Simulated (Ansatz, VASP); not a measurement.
**One calculation of GeSb4Te4, two programs**

File INCAR:

```
SYSTEM = GeSb4Te4
  PREC = Accurate
  ENCUT = 520
  EDIFF = 1E-7
  ISMEAR = 0
  SIGMA = 0.03
  LREAL = .FALSE.
  LASPH = .TRUE.
  NELM = 100
  ALGO = Normal
  ISIF = 2
  LWAVE = .FALSE.
  LCHARG = .TRUE.
  GGA = PE
  LELF = .TRUE.
  LVHAR = .TRUE.
  NBANDS = 39
```

Contents of KPOINTS:

```
regular mesh
0
G
  9 9 2
  0 0 0
```

POSCAR

```
GeSb4Te4
1.0
   -4.3299846501      0.0000000000      0.0000000000
   -2.1649923251     -3.7498767050      0.0000000000
    0.0000000000      0.0000000000     17.4986093019
Ge Sb Te
1 4 4
Direct
    0.0000000000      0.0000000000      0.3842155452
    0.3333333333      0.3333333333      0.9329788223
    0.6666666667      0.6666666667      0.8440243779
    0.6666666667      0.6666666667      0.1731903395
    0.3333333333      0.3333333333      0.5952407510
    0.3333333333      0.3333333333      0.2879155460
    0.6666666667      0.6666666667      0.4805155444
    1.0000000000      1.0000000000      0.0755589080
    0.0000000000      0.0000000000      0.6928721824
```

Input for Ansatz:

```yaml
crystal:
  lattice:
    - [-4.3299846501, 0.0, 0.0]
    - [-2.1649923251, -3.749876705, 0.0]
    - [0.0, 0.0, 17.4986093019]
  atoms:
    - { symbol: Ge, position: [0.0, 0.0, 0.3842155452] }
    - { symbol: Sb, position: [0.3333333333, 0.3333333333, 0.9329788223] }
    - { symbol: Sb, position: [0.6666666667, 0.6666666667, 0.8440243779] }
    - { symbol: Sb, position: [0.6666666667, 0.6666666667, 0.1731903395] }
    - { symbol: Sb, position: [0.3333333333, 0.3333333333, 0.595240751] }
    - { symbol: Te, position: [0.3333333333, 0.3333333333, 0.287915546] }
    - { symbol: Te, position: [0.6666666667, 0.6666666667, 0.4805155444] }
    - { symbol: Te, position: [1.0, 1.0, 0.075558908] }
    - { symbol: Te, position: [0.0, 0.0, 0.6928721824] }
basis:
  ecutwfc: 420
kpoints:
  mp_grid: { grid: [9, 9, 2] }
hamiltonian:
  xc: pbe
scf:
  occupations: { method: gaussian, width: 0.03 }
output:
  forces: true
  stress: true
  eigenvalues: true
```

Alike in both runs: task single point; functional PBE; k mesh 9 × 9 × 2; occupations gaussian, width 0.03 eV; no spin polarisation.

```csv
,VASP,Ansatz
version,VASP 6.6.1,Ansatz 0.2.0
potentials or method,"VASP PAW PBE potentials, release 64 (Ge_d, Sb, Te), cutoff 520 eV","scalar-relativistic, plane waves, PAW"
valence electrons in the cell,58,138
```

```tsv
	VASP	Ansatz	Ansatz less VASP
gap on the k mesh at the Fermi level (eV)	0.12	0.12	-0.004
least direct gap on the mesh (eV)	0.12	0.12	-0.004
pressure (GPa)	0.2	0.2	0.00
rms of the force components (eV/Å)	0.019	0.017	-0.0021
```

Atom by atom the forces differ by 0.016 eV/Å (rms over components). VASP's potentials hold 58 valence electrons a cell and Ansatz's 138, so a difference there can come from the potentials and not from the codes.

Spin-orbit coupling is off throughout.
